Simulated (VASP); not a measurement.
NbTe:

```
Te Nb
1.0
     3.62738    0.00000    0.00000
    -1.81369    3.14141    0.00000
     0.00000    0.00000    3.61880
Te Nb
1 1
Direct
  0.66667 0.33333 0.00000
  0.00000 0.00000 0.50000
```

This cell differs from its parent crystal: volume scaled by 0.94.

Base run:

- Program: VASP 6.6.1
- Functional: LDA
- Potentials or basis: VASP PAW LDA potentials, release 64 (Te, Nb_sv)
- Cutoff: 520 eV
- k mesh: 8 × 8 × 7
- Occupations: fermi-dirac, width 0.05 eV
- Spin: no spin polarisation

Its results: pressure 0.2 GPa.

Question: The run is repeated on the same cell with these changes: functional from LDA to PBEsol; potentials or basis from VASP PAW LDA potentials, release 64 (Te, Nb_sv) to VASP PAW PBE potentials, release 64 (Te, Nb_sv). What comes out?

Answer: Pressure 2.6 GPa.

Caveats: the PAW data sets were made with another functional, which shifts forces and pressure a little (some runs).
